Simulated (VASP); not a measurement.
A run of VASP 6.6.1 is set up as follows.

Contents of INCAR:

```
PREC = Accurate
ENCUT = 520
EDIFF = 1E-6
ISMEAR = 0
SIGMA = 0.01
LREAL = False
LASPH = True
NELM = 100
ALGO = Normal
ISIF = 2
LWAVE = False
LCHARG = False
NBANDS = 16
```

File KPOINTS:

```
Automatic mesh
0
Gamma
  6 6 4
```

Contents of POSCAR:

```
SiC
1.0
    3.0753562473      0.0000000000      0.0000000000
   -1.5376781236      2.6633366358      0.0000000000
    0.0000000000      0.0000000000      5.0481081049
Si C
2 2
Direct
    0.3333333333      0.6666666667     -0.0004084052
    0.6666666667      0.3333333333      0.4995915948
    0.3333333333      0.6666666667      0.3754084052
    0.6666666667      0.3333333333      0.8754084052
```

Potentials or basis: VASP PAW LDA potentials, release 64 (Si, C).

The run is started by

```bash
$ cat potpaw_LDA.64/Si/POTCAR potpaw_LDA.64/C/POTCAR > POTCAR
$ mpirun -np 1 vasp_std > vasp.out
```

Question: Predict the pressure.

Answer: -3.8 GPa.

Question: What does it give for the largest force?

Answer: 0.008 eV/Å.

Question: Estimate the band gap on the k mesh.

Answer: 2.14 eV, indirect (least direct gap 3.87 eV).

Forces on the atoms (eV/Å):
```
Si   0.000  0.000 -0.008
Si   0.000  0.000 -0.008
C    0.000  0.000  0.008
C    0.000  0.000  0.008
```

A k mesh can miss the band edges. Expect the measured gap to be larger: semilocal functionals such as LDA lack the derivative discontinuity.
